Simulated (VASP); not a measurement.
# Fe3Ge (Pm-3m) in VASP: a series of runs

The runs below take Fe3Ge through single point, with PBEsol.

All numbers are computed with VASP 6.6.1; they aren't measurements. Logs are shortened: lines on timing, memory, paths and dates and some standing lists are left out, and cuts for length are marked.

## 1. The cell of the first run

Symmetry: Pm-3m, No. 221, cubic system. Conventional cell: a = 3.661 Å, b = 3.661 Å, c = 3.661 Å, α = 90.00°, β = 90.00°, γ = 90.00°. Within 3.4 Å of Fe (site symmetry 4/mmm) lie 8 Fe at 2.59 Å and 4 Ge at 2.59 Å. Within 3.4 Å of Ge (site symmetry m-3m) lie 12 Fe at 2.59 Å.

## 2. Single point, PBEsol, collinear spin, ferromagnetic start

Contents of INCAR:

```
ALGO     = Normal         # electronic algorithm
EDIFF    = 1E-7           # SCF threshold, eV
ENCUT    = 520            # plane-wave cutoff, eV
GGA      = PS             # functional
ISIF     = 2              # what is computed and relaxed
ISMEAR   = -1             # smearing method
ISPIN    = 2              # spin polarisation
LASPH    = T              # aspherical terms in the spheres
LCHARG   = F              # write CHGCAR
LMAXMIX  = 4              # l up to which the mixer works
LORBIT   = 11             # projections on sites
LREAL    = F              # projectors in reciprocal space
LWAVE    = F              # write WAVECAR
MAGMOM   = 1.837 1.837 1.836 0 # initial moments
NBANDS   = 31             # bands
NELM     = 150            # most SCF steps
NUPDOWN  = 5.51           # fixed moment
PREC     = Accurate       # precision mode
SIGMA    = 0.03           # smearing width, eV
```

Contents of KPOINTS:

```
k-points
0
Gamma
  9 9 9
```

Contents of POSCAR:

```
Fe3Ge
1.0
    3.6605005200      0.0000000000      0.0000000000
    0.0000000000      3.6605005200      0.0000000000
    0.0000000000      0.0000000000      3.6605005200
Fe Ge
3 1
Direct
    0.0000000000      0.5000000000      0.5000000000
    0.5000000000      0.5000000000      0.0000000000
    0.5000000000      0.0000000000      0.5000000000
    0.0000000000      0.0000000000      0.0000000000
```

Potentials or basis: VASP PAW PBE potentials, release 64 (Fe, Ge_d).

Command:

```
$ cat potpaw_PBE.64/Fe/POTCAR potpaw_PBE.64/Ge_d/POTCAR > POTCAR
$ mpirun -np 1 vasp_std > vasp.out
```

OUTCAR:

```text
EDIFF = 1E-7
   ENCUT = 520
   GGA = PS
   ISIF = 2
   ISMEAR = -1
   ISPIN = 2
   LASPH = T
   LORBIT = 11
   LREAL = F
   NELM = 150
   NUPDOWN = 5.51
   PREC = Accurate

 ion  position               nearest neighbor table
   1  0.000  0.500  0.500-   2 2.59   3 2.59   4 2.59   2 2.59   4 2.59   3 2.59   4 2.59   4 2.59
                             2 2.59   3 2.59   2 2.59   3 2.59
   2  0.500  0.500  0.000-   1 2.59   3 2.59   4 2.59   1 2.59   3 2.59   3 2.59   4 2.59   3 2.59
                             1 2.59   4 2.59   1 2.59   4 2.59
   3  0.500  0.000  0.500-   1 2.59   2 2.59   4 2.59   2 2.59   4 2.59   1 2.59   2 2.59   2 2.59
                             1 2.59   4 2.59   4 2.59   1 2.59
   4  0.000  0.000  0.000-   1 2.59   2 2.59   3 2.59   1 2.59   3 2.59   1 2.59   2 2.59   1 2.59
                             2 2.59   3 2.59   3 2.59   2 2.59

  LATTYP: Found a simple cubic cell.
 ALAT       =     3.6605005200

  Lattice vectors:

 A1 = (   3.6605005200,   0.0000000000,   0.0000000000)
 A2 = (   0.0000000000,   3.6605005200,   0.0000000000)
 A3 = (   0.0000000000,   0.0000000000,   3.6605005200)

Analysis of symmetry for initial positions (statically):
=====================================================================
 Subroutine PRICEL returns:
 Original cell was already a primitive cell.

 Routine SETGRP: Setting up the symmetry group for a
 simple cubic supercell.

 Subroutine GETGRP returns: Found 48 space group operations
 (whereof 48 operations were pure point group operations)
 out of a pool of 48 trial point group operations.

The static configuration has the point symmetry O_h .

Analysis of symmetry for dynamics (positions and initial velocities):
=====================================================================
 Subroutine PRICEL returns:
 Original cell was already a primitive cell.

 Routine SETGRP: Setting up the symmetry group for a
 simple cubic supercell.

 Subroutine GETGRP returns: Found 48 space group operations
 (whereof 48 operations were pure point group operations)
 out of a pool of 48 trial point group operations.

The dynamic configuration has the point symmetry O_h .

Analysis of structural, dynamic, and magnetic symmetry:
=====================================================================
 Subroutine PRICEL returns:
 Original cell was already a primitive cell.

 Routine SETGRP: Setting up the symmetry group for a
 simple cubic supercell.

 Subroutine GETGRP returns: Found 16 space group operations
 (whereof 16 operations were pure point group operations)
 out of a pool of 48 trial point group operations.

The overall configuration has the point symmetry D_4h.

 Subroutine INISYM returns: Found 16 space group operations
 (whereof 16 operations are pure point group operations),
 and found     1 'primitive' translations

----------------------------------------------------------------------------------------

                                     Primitive cell

  volume of cell :      49.0480

  direct lattice vectors                    reciprocal lattice vectors
     3.660500520  0.000000000  0.000000000     0.273186684  0.000000000  0.000000000
     0.000000000  3.660500520  0.000000000     0.000000000  0.273186684  0.000000000
     0.000000000  0.000000000  3.660500520     0.000000000  0.000000000  0.273186684

  length of vectors
     3.660500520  3.660500520  3.660500520     0.273186684  0.273186684  0.273186684

  position of ions in fractional coordinates (direct lattice)
     0.000000000  0.500000000  0.500000000
     0.500000000  0.500000000  0.000000000
     0.500000000  0.000000000  0.500000000
     0.000000000  0.000000000  0.000000000

  ion indices of the primitive-cell ions
   primitive index   ion index
                 1           1
                 2           2
                 3           3
                 4           4

----------------------------------------------------------------------------------------

 KPOINTS: k-points

Automatic generation of k-mesh.
 Grid dimensions read from file:
 generate k-points for:    9    9    9

 Generating k-lattice:

  Cartesian coordinates                     Fractional coordinates (reciprocal lattice)
     0.030354076  0.000000000  0.000000000     0.111111111  0.000000000  0.000000000
     0.000000000  0.030354076  0.000000000     0.000000000  0.111111111  0.000000000
     0.000000000  0.000000000  0.030354076     0.000000000  0.000000000  0.111111111

  Length of vectors
     0.030354076  0.030354076  0.030354076

  Shift w.r.t. Gamma in fractional coordinates (k-lattice)
     0.000000000  0.000000000  0.000000000

 Subroutine IBZKPT returns following result:
 ===========================================

 Found     75 irreducible k-points:

 Following reciprocal coordinates:
            Coordinates               Weight
  0.000000  0.000000  0.000000      1.000000
  0.111111  0.000000  0.000000      4.000000
  0.000000  0.111111  0.000000      2.000000
  0.222222  0.000000  0.000000      4.000000
  0.000000  0.222222  0.000000      2.000000
  0.333333  0.000000  0.000000      4.000000
[... 16 lines left out ...]
  0.333333  0.222222  0.000000      8.000000
  0.000000  0.333333  0.222222      8.000000
 [... further k-points ...]
   k-points           NKPTS =     75   k-points in BZ     NKDIM =     75   number of bands    NBANDS=     31
   number of dos      NEDOS =    301   number of ions     NIONS =      4
   total plane-waves  NPLWV =  21952
   dimension x,y,z NGX =    28 NGY =   28 NGZ =   28
   dimension x,y,z NGXF=    56 NGYF=   56 NGZF=   56
   ions per type =               3   1
   NGX,Y,Z   is equivalent  to a cutoff of  12.72, 12.72, 12.72 a.u.
   NGXF,Y,Z  is equivalent  to a cutoff of  25.43, 25.43, 25.43 a.u.
 SYSTEM =  unknown system
   PREC   = accura    normal or accurate (medium, high low for compatibility)
   ISTART =      0    job   : 0-new  1-cont  2-samecut
   ICHARG =      2    charge: 1-file 2-atom 10-const
   ISPIN  =      2    spin polarized calculation?
   LNONCOLLINEAR =      F non collinear calculations
   LSORBIT =      F    spin-orbit coupling
   LASPH  =      T    aspherical Exc in radial PAW
   ENCUT  =  520.0 eV  38.22 Ry    6.18 a.u.   6.81  6.81  6.81*2*pi/ulx,y,z
   NELM   =    150;   NELMIN=  2; NELMDL= -5     # of ELM steps
   EDIFF  = 0.1E-06   stopping-criterion for ELM
   LREAL  =      F    real-space projection
   EDIFFG = 0.1E-05   stopping-criterion for IOM
   NSW    =      0    number of steps for IOM
   IBRION =     -1    ionic relax: 0-MD 1-quasi-New 2-CG
   NFREE  =      0    steps in history (QN), initial steepest desc. (CG)
   ISIF   =      2    stress and relaxation
   ISYM   =      2    0-nonsym 1-usesym 2-fastsym
   POTIM  = 0.5000    time-step for ionic-motion
   TEBEG  =    0.0;   TEEND  =   0.0 temperature during run
   PSTRESS=    0.0 pullay stress
   NELECT =      38.0000    total number of electrons
   NUPDOWN=       5.5100    fix difference up-down
   EMIN   =  10.00;   EMAX   =-10.00  energy-range for DOS
   EFERMI =   0.00;   METHOD = LEGACY
   ISMEAR =    -1;   SIGMA  =   0.03  broadening in eV -4-tet -1-fermi 0-gaus
   EFERMI_NEDOS =   21; number of points for ismear=-14 and -15
   IALGO  =     38    algorithm
   IMIX   =      4    mixing-type and parameters
     AMIX     =   0.40;   BMIX     =  1.00
     AMIX_MAG =   1.60;   BMIX_MAG =  1.00
  volume/ion in A,a.u.               =      12.26        82.75
  Fermi-wavevector in a.u.,A,eV,Ry     =   1.503588  2.841370 30.759742  2.260777
  Thomas-Fermi vector in A             =   2.614679
   LORBIT       =     11    0 simple, 1 ext, 2 COOP (PROOUT), +10 PAW based schemes
   GGA     = PS    functional components
   LHFCALC =     F    Hartree Fock is set to
   AEXX    =    0.0000 exact exchange contribution
   IVDW    =     0    specifies the selected vdW correction
   LEPSILON=     F    determine dielectric tensor
   LRPA    =     F    only Hartree local field effects (RPA)
 spin polarized calculation
  energy-cutoff  :      520.00
  volume of cell :       49.05
 maximum number of plane-waves:      1357
 NGX is ok and might be reduce to    28
   NGX = 13   NGY = 13   NGZ = 13

 number of electron      38.0000022 magnetization       5.5099999

 Free energy of the ion-electron system (eV)
  ---------------------------------------------------
  ext. energy  EPLUGINS =         0.00000000
  ---------------------------------------------------
  free energy    TOTEN  =       -31.98634152 eV

  energy without entropy =      -31.97173794  energy(sigma->0) =      -31.97903973

 E-fermi :   7.1638     XC(G=0): -13.0925

 val. band max:        7.1638010623   @ k =   0.0000   0.0000   0.0000
 cond. band min:       6.7447882343   @ k =   0.3333   0.1111   0.1111
 fundamental gap:     -0.4190128280
 Fermi energy:         6.7271520928

 spin component 1

 k-point     1 :       0.0000    0.0000    0.0000
  band No.  band energies     occupation
      1     -17.5894      1.00000
      2     -17.5894      1.00000
      3     -17.5838      1.00000
      4     -17.5838      1.00000
      5     -17.5838      1.00000
      6      -4.9961      1.00000
[... 805 lines left out ...]
     30      17.2450      0.00000
     31      18.3975      0.00000

 [... further k-points ...]

 spin component 2

 k-point     1 :       0.0000    0.0000    0.0000
  band No.  band energies     occupation
      1     -17.6134      1.00000
      2     -17.6134      1.00000
      3     -17.6054      1.00000
      4     -17.6054      1.00000
      5     -17.6054      1.00000
      6      -4.9591      1.00000
[... 805 lines left out ...]
     30      17.7465      0.00000
     31      18.9222      0.00000

 [... further k-points ...]

------------------------ aborting loop because EDIFF is reached ----------------------------------------

  FORCE on cell =-STRESS in cart. coord.  units (eV):
  Direction    XX          YY          ZZ          XY          YZ          ZX
  --------------------------------------------------------------------------------------
  -------------------------------------------------------------------------------------
  Total       -4.6096380     -4.6097249     -4.6096380      0.0000000      0.0000000      0.0000000
  in kB     -150.5760797   -150.5789171   -150.5760797      0.0000000      0.0000000      0.0000000
  external PRESSURE =    -150.5770255 kB  Pullay stress =       0.0000000 kB

 VOLUME and BASIS-vectors are now :
 -----------------------------------------------------------------------------
  energy-cutoff  :      520.00
  volume of cell :       49.05
      direct lattice vectors                 reciprocal lattice vectors
     3.660500520  0.000000000  0.000000000     0.273186684  0.000000000  0.000000000
     0.000000000  3.660500520  0.000000000     0.000000000  0.273186684  0.000000000
     0.000000000  0.000000000  3.660500520     0.000000000  0.000000000  0.273186684

 POSITION                                       TOTAL-FORCE (eV/Angst)
 -----------------------------------------------------------------------------------
      0.00000      1.83025      1.83025         0.000000      0.000000      0.000000
      1.83025      1.83025      0.00000         0.000000      0.000000      0.000000
      1.83025      0.00000      1.83025         0.000000      0.000000      0.000000
      0.00000      0.00000      0.00000         0.000000      0.000000      0.000000
 -----------------------------------------------------------------------------------
    total drift:                               -0.000000      0.000000      0.000000

  FREE ENERGIE OF THE ION-ELECTRON SYSTEM (eV)
  ---------------------------------------------------
  free  energy   TOTEN  =       -31.9863415233 eV

  energy  without entropy=      -31.9717379368  energy(sigma->0) =      -31.97903973

 total charge

# of ion       s       p       d       tot
------------------------------------------
    1        0.429   0.498   6.285   7.211
    2        0.429   0.498   6.285   7.211
    3        0.429   0.498   6.285   7.211
    4        1.083   1.264  10.106  12.452
--------------------------------------------------
tot          2.369   2.758  28.960  34.086

 magnetization (x)

# of ion       s       p       d       tot
------------------------------------------
    1        0.002  -0.008   1.884   1.877
    2        0.002  -0.008   1.884   1.877
    3        0.002  -0.008   1.884   1.877
    4        0.002  -0.141   0.008  -0.131
--------------------------------------------------
tot          0.006  -0.165   5.660   5.501
```

Wall time 96 s (1 thread of Intel Xeon 6975P-C (Granite Rapids), shared host); peak memory 0.29 GiB.

What came out:

| Item | Value |
| --- | --- |
| Free energy | -31.9863 eV |
| Pressure | -15.1 GPa |
| Net moment | 5.51 μB per cell |
| Site moments | Fe +1.88; Ge -0.13 μB |
| Valence electrons inside the program's atomic spheres | Fe 7.21; Ge 12.45 |

Caveat: the cell stands under tension; the PAW data sets were made with another functional, which shifts forces and pressure a little; the total moment is fixed, so each spin has its own Fermi level and the state may be an excited one.

(Part 1 of 2 ends here.)
